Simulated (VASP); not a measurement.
## Ta2C: single point with r2SCAN

Crystal: Ta2C.

```
Ta C
1.0
     3.07828    0.00000    0.00000
    -1.53914    2.66587    0.00000
     0.00000    0.00000    4.89385
Ta C
2 1
Direct
  0.33333 0.66667 0.25512
  0.66667 0.33333 0.74488
  0.00000 0.00000 0.00000
```

This cell differs from its parent crystal: volume scaled by 0.97, then relaxed in part.

```
Program             : VASP 6.6.1
Task                : single point
Functional          : r2SCAN
Potentials or basis : VASP PAW PBE potentials, release 64 (Ta_pv, C)
Cutoff              : 520 eV
k mesh              : 18 × 18 × 8
Occupations         : gaussian, width 0.1 eV
Spin                : no spin polarisation
```

```json
{"Pressure": "9.8 GPa", "Largest force": "0.050 eV/Å", "Band gap on the k mesh": "zero (band 13 reaches 7.35 eV, above the bottom of band 14 at 6.58 eV)"}
```

Forces in eV/Å, atoms in the order of the input:
```
Ta   0.000  0.000  0.050
Ta   0.000  0.000 -0.050
C    0.000  0.000  0.000
```

Stress tensor (GPa, compression positive):
```
9.83 0.00 0.00
0.00 9.83 0.00
0.00 0.00 9.73
```

Levels at points of the mesh, in eV from the Fermi level:
```tsv
k point	band 11	band 12	band 13	band 14	band 15	band 16
(0.00, 0.00, 0.00)	-3.47	0.01	0.52	0.52	1.23	1.23
(0.50, 0.00, 0.00)	-4.05	-2.16	-0.40	3.45	3.70	4.88
(0.00, 0.00, 0.50)	-2.11	-1.75	-0.26	-0.26	3.14	3.14
(0.50, 0.00, 0.50)	-2.69	-1.50	-1.20	1.42	1.49	4.69
```

It took 6.6 min on 1 thread of Intel Xeon 6975P-C (shared host), peak memory 0.32 GiB.

Caveat: the PAW data sets were made with another functional, which shifts forces and pressure a little; spin-orbit coupling is left out, which moves the levels of the heavy elements.
